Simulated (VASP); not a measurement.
# ZrS (Fm-3m) in VASP: a series of runs

ZrS is run at these levels: LDA; tasks: single point, relaxation of cell and atoms.

Program: VASP 6.6.1. These are calculated values, not measurements. Logs are shortened: lines on timing, memory, paths and dates and some standing lists are left out, and cuts for length are marked.

## 1. The cell of the first run

It takes space group Fm-3m (No. 225, cubic). The conventional cell has a = 5.136 Å, b = 5.136 Å, c = 5.136 Å, α = 90.00°, β = 90.00°, γ = 90.00°. Zr (site symmetry m-3m) has 6 S at 2.57 Å within 3.4 Å. Within 3.4 Å of S (site symmetry m-3m) lie 6 Zr at 2.57 Å.

## 2. Single point, LDA

Input file INCAR:

```
  ALGO = Normal
  EDIFF = 1E-6
  ENCUT = 520
  GGA = CA
  ISIF = 2
  ISMEAR = -1
  LASPH = T
  LCHARG = F
  LREAL = F
  LWAVE = F
  NBANDS = 16
  NELM = 60
  PREC = Accurate
  SIGMA = 0.15
```

Input file KPOINTS:

```
k-points
0
Gamma
  14 14 14
```

Input file POSCAR:

```
ZrS
1.0
    0.0000000000      2.5682303313      2.5682303313
    2.5682303313      0.0000000000      2.5682303313
    2.5682303313      2.5682303313      0.0000000000
Zr S
1 1
Direct
    0.0000000000      0.0000000000      0.0000000000
    0.5000000000      0.5000000000      0.5000000000
```

Potentials or basis: VASP PAW LDA potentials, release 64 (Zr_sv, S).

Command:

```console
$ cat potpaw_LDA.64/Zr_sv/POTCAR potpaw_LDA.64/S/POTCAR > POTCAR
$ mpirun -np 1 vasp_std > vasp.out
```

OUTCAR:

```text
EDIFF = 1E-6
   ENCUT = 520
   GGA = CA
   ISIF = 2
   ISMEAR = -1
   LASPH = T
   LREAL = F
   NELM = 60
   PREC = Accurate

 ion  position               nearest neighbor table
   1  0.000  0.000  0.000-   2 2.57   2 2.57   2 2.57   2 2.57   2 2.57   2 2.57
   2  0.500  0.500  0.500-   1 2.57   1 2.57   1 2.57   1 2.57   1 2.57   1 2.57

  LATTYP: Found a face centered cubic cell.
 ALAT       =     5.1364606626

  Lattice vectors:

 A1 = (   0.0000000000,   2.5682303313,   2.5682303313)
 A2 = (   2.5682303313,   0.0000000000,   2.5682303313)
 A3 = (   2.5682303313,   2.5682303313,   0.0000000000)

Analysis of symmetry for initial positions (statically):
=====================================================================
 Subroutine PRICEL returns:
 Original cell was already a primitive cell.

 Routine SETGRP: Setting up the symmetry group for a
 face centered cubic supercell.

 Subroutine GETGRP returns: Found 48 space group operations
 (whereof 48 operations were pure point group operations)
 out of a pool of 48 trial point group operations.

The static configuration has the point symmetry O_h .

Analysis of symmetry for dynamics (positions and initial velocities):
=====================================================================
 Subroutine PRICEL returns:
 Original cell was already a primitive cell.

 Routine SETGRP: Setting up the symmetry group for a
 face centered cubic supercell.

 Subroutine GETGRP returns: Found 48 space group operations
 (whereof 48 operations were pure point group operations)
 out of a pool of 48 trial point group operations.

The dynamic configuration has the point symmetry O_h .

 Subroutine INISYM returns: Found 48 space group operations
 (whereof 48 operations are pure point group operations),
 and found     1 'primitive' translations

----------------------------------------------------------------------------------------

                                     Primitive cell

  volume of cell :      33.8791

  direct lattice vectors                    reciprocal lattice vectors
     0.000000000  2.568230331  2.568230331    -0.194686588  0.194686588  0.194686588
     2.568230331  0.000000000  2.568230331     0.194686588 -0.194686588  0.194686588
     2.568230331  2.568230331  0.000000000     0.194686588  0.194686588 -0.194686588

[... 73 lines left out ...]
 SYSTEM =  unknown system
   PREC   = accura    normal or accurate (medium, high low for compatibility)
   ISTART =      0    job   : 0-new  1-cont  2-samecut
   ICHARG =      2    charge: 1-file 2-atom 10-const
   ISPIN  =      1    spin polarized calculation?
   LNONCOLLINEAR =      F non collinear calculations
   LSORBIT =      F    spin-orbit coupling
   LASPH  =      T    aspherical Exc in radial PAW
   ENCUT  =  520.0 eV  38.22 Ry    6.18 a.u.   6.75  6.75  6.75*2*pi/ulx,y,z
   NELM   =     60;   NELMIN=  2; NELMDL= -5     # of ELM steps
   EDIFF  = 0.1E-05   stopping-criterion for ELM
   LREAL  =      F    real-space projection
   EDIFFG = 0.1E-04   stopping-criterion for IOM
   NSW    =      0    number of steps for IOM
   IBRION =     -1    ionic relax: 0-MD 1-quasi-New 2-CG
   NFREE  =      0    steps in history (QN), initial steepest desc. (CG)
   ISIF   =      2    stress and relaxation
   ISYM   =      2    0-nonsym 1-usesym 2-fastsym
   POTIM  = 0.5000    time-step for ionic-motion
   TEBEG  =    0.0;   TEEND  =   0.0 temperature during run
   PSTRESS=    0.0 pullay stress
   NELECT =      18.0000    total number of electrons
   NUPDOWN=      -1.0000    fix difference up-down
   EMIN   =  10.00;   EMAX   =-10.00  energy-range for DOS
   EFERMI =   0.00;   METHOD = LEGACY
   ISMEAR =    -1;   SIGMA  =   0.15  broadening in eV -4-tet -1-fermi 0-gaus
   EFERMI_NEDOS =   21; number of points for ismear=-14 and -15
   IALGO  =     38    algorithm
   IMIX   =      4    mixing-type and parameters
     AMIX     =   0.40;   BMIX     =  1.00
     AMIX_MAG =   1.60;   BMIX_MAG =  1.00
  volume/ion in A,a.u.               =      16.94       114.31
  Fermi-wavevector in a.u.,A,eV,Ry     =   1.325933  2.505651 23.920393  1.758099
  Thomas-Fermi vector in A             =   2.455358
   LORBIT       =      0    0 simple, 1 ext, 2 COOP (PROOUT), +10 PAW based schemes
   GGA     = CA    functional components
   LHFCALC =     F    Hartree Fock is set to
   AEXX    =    0.0000 exact exchange contribution
   IVDW    =     0    specifies the selected vdW correction
   LEPSILON=     F    determine dielectric tensor
   LRPA    =     F    only Hartree local field effects (RPA)
 non-spin polarized calculation
  energy-cutoff  :      520.00
  volume of cell :       33.88
 maximum number of plane-waves:       941
   NGX = 13   NGY = 13   NGZ = 13

 number of electron      17.9999999 magnetization

 Free energy of the ion-electron system (eV)
  ---------------------------------------------------
  ext. energy  EPLUGINS =         0.00000000
  ---------------------------------------------------
  free energy    TOTEN  =       -17.20655111 eV

  energy without entropy =      -17.11295049  energy(sigma->0) =      -17.15975080

 E-fermi :  11.3451     XC(G=0): -11.8486

 val. band max:       11.3411339545   @ k =   0.0714   0.0714   0.0000
 cond. band min:      11.3500577867   @ k =  -0.2857   0.0714   0.0000
 fundamental gap:      0.0089238321
 Fermi energy:        11.3450726998

 k-point     1 :       0.0000    0.0000    0.0000
  band No.  band energies     occupation
      1     -38.1844      2.00000
      2     -16.3041      2.00000
      3     -16.3041      2.00000
      4     -16.3041      2.00000
      5      -4.6767      2.00000
      6       7.8669      2.00000
[... 433 lines left out ...]
      3     -16.3550      2.00000
      4     -16.3475      2.00000
      5      -3.8394      2.00000
      6       4.6904      2.00000
[... 8 lines left out ...]
     15      19.9994      0.00000
     16      20.6965      0.00000

 [... further k-points ...]
[... 5 lines left out ...]
  --------------------------------------------------------------------------------------
  -------------------------------------------------------------------------------------
  Total        0.0593059      0.0593059      0.0593059     -0.0000000      0.0000000     -0.0000000
  in kB        2.8046387      2.8046387      2.8046387     -0.0000000      0.0000000     -0.0000000
  external PRESSURE =       2.8046387 kB  Pullay stress =       0.0000000 kB

 VOLUME and BASIS-vectors are now :
 -----------------------------------------------------------------------------
  energy-cutoff  :      520.00
  volume of cell :       33.88
      direct lattice vectors                 reciprocal lattice vectors
     0.000000000  2.568230331  2.568230331    -0.194686588  0.194686588  0.194686588
     2.568230331  0.000000000  2.568230331     0.194686588 -0.194686588  0.194686588
     2.568230331  2.568230331  0.000000000     0.194686588  0.194686588 -0.194686588

 POSITION                                       TOTAL-FORCE (eV/Angst)
 -----------------------------------------------------------------------------------
      0.00000      0.00000      0.00000         0.000000      0.000000      0.000000
      2.56823      2.56823      2.56823        -0.000000     -0.000000     -0.000000
 -----------------------------------------------------------------------------------
    total drift:                                0.000000      0.000000      0.000000

  FREE ENERGIE OF THE ION-ELECTRON SYSTEM (eV)
  ---------------------------------------------------
  free  energy   TOTEN  =       -17.2065511097 eV

  energy  without entropy=      -17.1129504866  energy(sigma->0) =      -17.15975080
```

Wall time 80 s (1 thread of Intel Xeon 8259CL, shared host); peak memory 0.18 GiB.

Results:

```
Free energy            : -17.2066 eV
Pressure               : 0.3 GPa
Band gap on the k mesh : zero (band 9 reaches 12.97 eV, above the bottom of band 10 at 9.85 eV)
```

## 3. Relaxation of cell and atoms, LDA

Input file INCAR:

```
SYSTEM = ZrS
PREC = Accurate
ENCUT = 600
EDIFF = 1E-6
ISMEAR = 0
SIGMA = 0.1
LREAL = .FALSE.
LASPH = .TRUE.
NELM = 80
ALGO = Normal
ISIF = 3
LWAVE = .FALSE.
LCHARG = .FALSE.
GGA = CA
IBRION = 2
NSW = 100
EDIFFG = -0.005
```

Input file KPOINTS:

```
regular mesh
0
G
  14 14 14
  0 0 0
```

Input file POSCAR:

```
ZrS
1.0
    0.0000000000      2.5690932212      2.5690932212
    2.5690932212      0.0000000000      2.5690932212
    2.5690932212      2.5690932212      0.0000000000
Zr S
1 1
Direct
    0.0000000000      0.0000000000      0.0000000000
    0.5000000000      0.5000000000      0.5000000000
```

Potentials or basis: VASP PAW LDA potentials, release 64 (Zr_sv, S).

Command:

```console
$ cat potpaw_LDA.64/Zr_sv/POTCAR potpaw_LDA.64/S/POTCAR > POTCAR
$ mpirun -np 1 vasp_std > vasp.out
```

Run time: 2.8 min. Hardware: 1 thread of Intel Xeon 8259CL, shared host; peak memory 0.2 GiB.

The run converged. Its results:

```
Free energy                            : -17.1619 eV
Relaxed volume                         : 16.94 Å³/atom
Relaxed cell                           : a = 3.632 Å, b = 3.632 Å, c = 3.632 Å, α = 60.00°, β = 60.00°, γ = 60.00°
Space group after relaxing (to 0.05 Å) : Fm-3m (No. 225)
Energy gained by relaxing              : 0.0 meV/atom
Ionic steps                            : 3
Pressure after relaxing                : 0.0 GPa
```

Final structure:
```xyz
2
Lattice="0.0000 2.5684 2.5684 2.5684 0.0000 2.5684 2.5684 2.5684 0.0000" Properties=species:S:1:pos:R:3 pbc="T T T"
Zr    0.0000    0.0000    0.0000
S     2.5684    2.5684    2.5684
```

Levels at points of the mesh, in eV from the Fermi level:
| k point | band 5 | band 6 | band 7 | band 8 | band 9 | band 10 | band 11 | band 12 | band 13 |
| --- | --- | --- | --- | --- | --- | --- | --- | --- | --- |
| (0.00, 0.00, 0.00) | -16.04 | -3.50 | -3.50 | -3.50 | -1.52 | -1.52 | -1.52 | -0.78 | -0.78 |
| (0.50, 0.00, 0.00) | -14.23 | -8.31 | -6.20 | -6.20 | 1.60 | 1.60 | 1.99 | 2.00 | 6.01 |
| (0.50, 0.50, 0.00) | -15.15 | -6.30 | -4.45 | -4.45 | -3.76 | 0.52 | 2.59 | 2.59 | 3.08 |

Caveat: the bands computed are all filled at some k points, so no gap is given.

## 4. Single point, LDA (volume scaled by 0.98)

Input file INCAR:

```
SYSTEM = ZrS
PREC     = Accurate       ! precision mode
ENCUT    = 520            ! plane-wave cutoff, eV
EDIFF    = 1E-6           ! SCF threshold, eV
ISMEAR   = -1             ! smearing method
SIGMA    = 0.15           ! smearing width, eV
LREAL    = .FALSE.        ! projectors in reciprocal space
LASPH    = .TRUE.         ! aspherical terms in the spheres
NELM     = 100            ! most SCF steps
ALGO     = Normal         ! electronic algorithm
ISIF     = 2              ! what is computed and relaxed
LWAVE    = .FALSE.        ! write WAVECAR
LCHARG   = .TRUE.         ! write CHGCAR
GGA      = CA             ! functional
LELF     = .TRUE.         ! ELF
LVHAR    = .TRUE.       
NBANDS   = 16             ! bands
```

Input file KPOINTS:

```
Automatic mesh
0
G
  14 14 14
  0 0 0
```

Input file POSCAR:

```
ZrS
1.0
    0.0000000000      2.5509933667      2.5509933667
    2.5509933667      0.0000000000      2.5509933667
    2.5509933667      2.5509933667      0.0000000000
Zr S
1 1
Direct
    0.0000000000      0.0000000000      0.0000000000
    0.5000000000      0.5000000000      0.5000000000
```

Command:

```console
$ cat potpaw_LDA.64/Zr_sv/POTCAR potpaw_LDA.64/S/POTCAR > POTCAR
$ mpirun -np 1 vasp_std > vasp.out
```

Run time: 40 s. Hardware: 1 thread of Intel Xeon Platinum 8259CL at 2.50GHz (Skylake/Cascade Lake), shared host; peak memory 0.18 GiB.

Results (log left out):

* Free energy: -17.1983 eV
* Pressure: 3.6 GPa
* Band gap on the k mesh: zero (band 9 reaches 13.29 eV, above the bottom of band 10 at 10.07 eV)

Levels at points of the mesh, in eV from the Fermi level:
```tsv
k point	band 5	band 6	band 7	band 8	band 9	band 10	band 11	band 12	band 13	band 14
(0.00, 0.00, 0.00)	-16.11	-3.48	-3.48	-3.48	-1.54	-1.54	-1.54	-0.78	-0.78	2.60
(0.50, 0.00, 0.00)	-14.21	-8.40	-6.27	-6.27	1.68	1.68	2.04	2.09	6.08	6.08
(0.50, 0.50, 0.00)	-15.21	-6.30	-4.44	-4.44	-3.84	0.56	2.70	2.70	3.21	4.00
```

Caveat: the cell differs from its parent crystal (volume scaled by 0.98).

## 5. Single point, LDA (volume scaled by 1.02)

Input file INCAR:

```
SYSTEM = ZrS
PREC = Accurate ; ENCUT = 520
EDIFF = 1E-6 ; ISMEAR = -1
SIGMA = 0.15 ; LREAL = .FALSE.
LASPH = .TRUE. ; NELM = 60
ALGO = Normal ; ISIF = 2
LWAVE = .FALSE. ; LCHARG = .FALSE.
GGA = CA ; NBANDS = 16
```

KPOINTS is that of step 4.

Input file POSCAR:

```
ZrS
1.0
    0.0000000000      2.5852389748      2.5852389748
    2.5852389748      0.0000000000      2.5852389748
    2.5852389748      2.5852389748      0.0000000000
Zr S
1 1
Direct
    0.0000000000      0.0000000000      0.0000000000
    0.5000000000      0.5000000000      0.5000000000
```

Potentials or basis: VASP PAW LDA potentials, release 64 (Zr_sv, S).

Command:

```console
$ cat potpaw_LDA.64/Zr_sv/POTCAR potpaw_LDA.64/S/POTCAR > POTCAR
$ mpirun -np 1 vasp_std > vasp.out
```

OUTCAR:

```text
SYSTEM = ZrS
   PREC = Accurate
   ENCUT = 520
   EDIFF = 1E-6
   ISMEAR = -1
   LREAL = .FALSE.
   LASPH = .TRUE.
   NELM = 60
   ISIF = 2
   GGA = CA

 ion  position               nearest neighbor table
   1  0.000  0.000  0.000-   2 2.59   2 2.59   2 2.59   2 2.59   2 2.59   2 2.59
   2  0.500  0.500  0.500-   1 2.59   1 2.59   1 2.59   1 2.59   1 2.59   1 2.59

  LATTYP: Found a face centered cubic cell.
 ALAT       =     5.1704779496

  Lattice vectors:

 A1 = (   0.0000000000,   2.5852389748,   2.5852389748)
 A2 = (   2.5852389748,   0.0000000000,   2.5852389748)
 A3 = (   2.5852389748,   2.5852389748,   0.0000000000)

Analysis of symmetry for initial positions (statically):
=====================================================================
 Subroutine PRICEL returns:
 Original cell was already a primitive cell.

 Routine SETGRP: Setting up the symmetry group for a
 face centered cubic supercell.

 Subroutine GETGRP returns: Found 48 space group operations
 (whereof 48 operations were pure point group operations)
[... 156 lines left out ...]
  ---------------------------------------------------
  ext. energy  EPLUGINS =         0.00000000
  ---------------------------------------------------
  free energy    TOTEN  =       -17.20164016 eV

  energy without entropy =      -17.10555119  energy(sigma->0) =      -17.15359567

 E-fermi :  11.0892     XC(G=0): -11.7535

 val. band max:       11.0783739278   @ k =   0.2857   0.2857   0.0000
 cond. band min:      11.0988692317   @ k =   0.2857   0.2143   0.0714
 fundamental gap:      0.0204953039
 Fermi energy:        11.0891899491

 k-point     1 :       0.0000    0.0000    0.0000
  band No.  band energies     occupation
      1     -38.4835      2.00000
      2     -16.6023      2.00000
      3     -16.6023      2.00000
      4     -16.6023      2.00000
      5      -4.8420      2.00000
      6       7.6124      2.00000
[... 433 lines left out ...]
      3     -16.6495      2.00000
      4     -16.6425      2.00000
      5      -4.0387      2.00000
      6       4.5056      2.00000
[... 8 lines left out ...]
     15      19.5844      0.00000
     16      20.3373      0.00000

 [... further k-points ...]
[... 5 lines left out ...]
  --------------------------------------------------------------------------------------
  -------------------------------------------------------------------------------------
  Total       -0.5759063     -0.5759063     -0.5759063      0.0000000      0.0000000      0.0000000
  in kB      -26.7011716    -26.7011716    -26.7011716      0.0000000      0.0000000      0.0000000
  external PRESSURE =     -26.7011716 kB  Pullay stress =       0.0000000 kB

 VOLUME and BASIS-vectors are now :
 -----------------------------------------------------------------------------
  energy-cutoff  :      520.00
  volume of cell :       34.56
      direct lattice vectors                 reciprocal lattice vectors
     0.000000000  2.585238975  2.585238975    -0.193405718  0.193405718  0.193405718
     2.585238975  0.000000000  2.585238975     0.193405718 -0.193405718  0.193405718
     2.585238975  2.585238975  0.000000000     0.193405718  0.193405718 -0.193405718

 POSITION                                       TOTAL-FORCE (eV/Angst)
 -----------------------------------------------------------------------------------
      0.00000      0.00000      0.00000         0.000000     -0.000000      0.000000
      2.58524      2.58524      2.58524        -0.000000      0.000000     -0.000000
 -----------------------------------------------------------------------------------
    total drift:                                0.000000      0.000000      0.000000

  FREE ENERGIE OF THE ION-ELECTRON SYSTEM (eV)
  ---------------------------------------------------
  free  energy   TOTEN  =       -17.2016401562 eV

  energy  without entropy=      -17.1055511901  energy(sigma->0) =      -17.15359567
```

OSZICAR:

```text
N       E                     dE             d eps       ncg     rms          rms(c)
DAV:   1     0.119535849055E+03    0.11954E+03   -0.95832E+03  3328   0.110E+03
DAV:   2    -0.129998457216E+02   -0.13254E+03   -0.12744E+03  4352   0.283E+02
DAV:   3    -0.180106026905E+02   -0.50108E+01   -0.49678E+01  5168   0.490E+01
DAV:   4    -0.181015360460E+02   -0.90933E-01   -0.90906E-01  4304   0.591E+00
DAV:   5    -0.181033870971E+02   -0.18511E-02   -0.18510E-02  4872   0.658E-01    0.167E+01
DAV:   6    -0.172435007308E+02    0.85989E+00   -0.18410E+00  4152   0.954E+00    0.775E+00
DAV:   7    -0.172086687524E+02    0.34832E-01   -0.17750E-01  4728   0.274E+00    0.320E+00
DAV:   8    -0.172023143348E+02    0.63544E-02   -0.28074E-02  4008   0.108E+00    0.490E-01
DAV:   9    -0.172018392679E+02    0.47507E-03   -0.46947E-03  3968   0.403E-01    0.222E-01
DAV:  10    -0.172016625563E+02    0.17671E-03   -0.54796E-04  4120   0.222E-01    0.772E-02
DAV:  11    -0.172016401121E+02    0.22444E-04   -0.93965E-05  4224   0.584E-02    0.387E-02
DAV:  12    -0.172016401562E+02   -0.44095E-07   -0.25729E-06  4176   0.115E-02
   1 F= -.17201640E+02 E0= -.17153596E+02  d E =-.960890E-01
```

Wall time 39 s (1 thread of Intel Xeon Platinum 8259CL at 2.50GHz (Skylake/Cascade Lake), shared host); peak memory 0.18 GiB.

What came out:

| Property | Result |
| --- | --- |
| Free energy | -17.2016 eV |
| Pressure | -2.7 GPa |
| Band gap on the k mesh | zero (band 9 reaches 12.66 eV, above the bottom of band 10 at 9.64 eV) |

Levels at points of the mesh, in eV from the Fermi level:
```
           k point  band 5  band 6  band 7  band 8  band 9  band 10  band 11  band 12  band 13  band 14
(0.00, 0.00, 0.00)  -15.93   -3.48   -3.48   -3.48   -1.45    -1.45    -1.45    -0.73    -0.73     2.23
(0.50, 0.00, 0.00)  -14.20   -8.19   -6.10   -6.10    1.57     1.57     1.94     2.00     5.98     5.98
(0.50, 0.50, 0.00)  -15.05   -6.25   -4.43   -4.43   -3.64     0.53     2.54     2.54     3.01     3.64
```

Caveat: the cell differs from its parent crystal (volume scaled by 1.02).

## 6. The runs side by side

| task | cell | cutoff (eV) | smearing | gap on the mesh (eV) | pressure (GPa) |
| --- | --- | --- | --- | --- | --- |
| single point | a = 3.632 Å, angles 60.0°, 2 atoms | 520 | fermi-dirac 0.15 eV | none | 0.3 |
| relaxation of cell and atoms | relaxed from a = 3.633 Å, angles 60.0°, 2 atoms | 600 | gaussian 0.1 eV | - | 0.0 |
| single point | a = 3.608 Å, angles 60.0°, 2 atoms | 520 | fermi-dirac 0.15 eV | none | 3.6 |
| single point | a = 3.656 Å, angles 60.0°, 2 atoms | 520 | fermi-dirac 0.15 eV | none | -2.7 |

Alike in all rows: level LDA; potentials or basis VASP PAW LDA potentials, release 64 (Zr_sv, S); no spin polarisation; k mesh 14 × 14 × 14.

Caveats: the bands computed are all filled at some k points, so no gap is given (some runs).

Absolute energies hang on the potentials; compare differences alone.
